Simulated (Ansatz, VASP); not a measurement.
**AlGaN: VASP beside Ansatz**

File INCAR:

```
PREC = Accurate ; ENCUT = 600
EDIFF = 1E-6 ; ISMEAR = 0
SIGMA = 0.1 ; LREAL = F
LASPH = T ; NELM = 80
ALGO = Normal ; ISIF = 3
LWAVE = F ; LCHARG = F
GGA = PE ; IBRION = 2
NSW = 100 ; EDIFFG = -0.01
```

File KPOINTS:

```
regular mesh
0
Gamma
  12 12 8
```

Contents of POSCAR:

```
AlGaN
1.0
    4.1442921600      0.0000000000      0.0000000000
   -2.0721460800      3.5890622900      0.0000000000
    0.0000000000      0.0000000000      5.2734316400
Al Ga N
2 2 2
Direct
    0.0000000000      0.0000000000      0.5000000000
    0.0000000000      0.0000000000      0.0000000000
    0.3333333300      0.6666666700      0.7500000000
    0.6666666700      0.3333333300      0.2500000000
    0.3333333300      0.6666666700      0.2500000000
    0.6666666700      0.3333333300      0.7500000000
```

Input for Ansatz:

```yaml
crystal:
  lattice:
    - [4.14429216, 0.0, 0.0]
    - [-2.07214608, 3.58906229, 0.0]
    - [0.0, 0.0, 5.27343164]
  atoms:
    - { symbol: Al, position: [0.0, 0.0, 0.5] }
    - { symbol: Al, position: [0.0, 0.0, 0.0] }
    - { symbol: Ga, position: [0.33333333, 0.66666667, 0.75] }
    - { symbol: Ga, position: [0.66666667, 0.33333333, 0.25] }
    - { symbol: "N", position: [0.33333333, 0.66666667, 0.25] }
    - { symbol: "N", position: [0.66666667, 0.33333333, 0.75] }
basis:
  ecutwfc: 420
kpoints:
  mp_grid: { grid: [12, 12, 8] }
hamiltonian:
  xc: pbe
scf:
  occupations: { method: gaussian, width: 0.1 }
output:
  forces: true
  stress: true
  eigenvalues: true
relax:
  adjacent_minimum: "off"
  f_tol: 0.01
  max_steps: 80
  cell: { stress_tol: 0.05 }
```

Change from the starting cell: species swapped into the CoNiGe type (P6_3/mmc, No. 194).

Alike in both runs: task relaxation of cell and atoms; functional PBE; k mesh 12 × 12 × 8; occupations gaussian, width 0.1 eV; no spin polarisation.

```csv
,VASP,Ansatz
version,VASP 6.6.1,Ansatz 0.2.0
potentials or method,"VASP PAW PBE potentials, release 64 (Al, Ga_d, N), cutoff 600 eV","scalar-relativistic, plane waves, PAW"
valence electrons in the cell,42,42
```

|  | VASP | Ansatz | Ansatz less VASP |
| --- | --- | --- | --- |
| gap on the k mesh at the Fermi level, each at its own relaxed structure (eV) | none | none | - |
| relaxed volume (Å³/atom) | 13.38 | 13.40 | +0.011 |
| relaxed length of the cell vector where the two differ most in proportion (Å) | 5.191 | 5.213 | +0.0222 |

A gap of «none» marks a metal or a gap that the smearing closes.
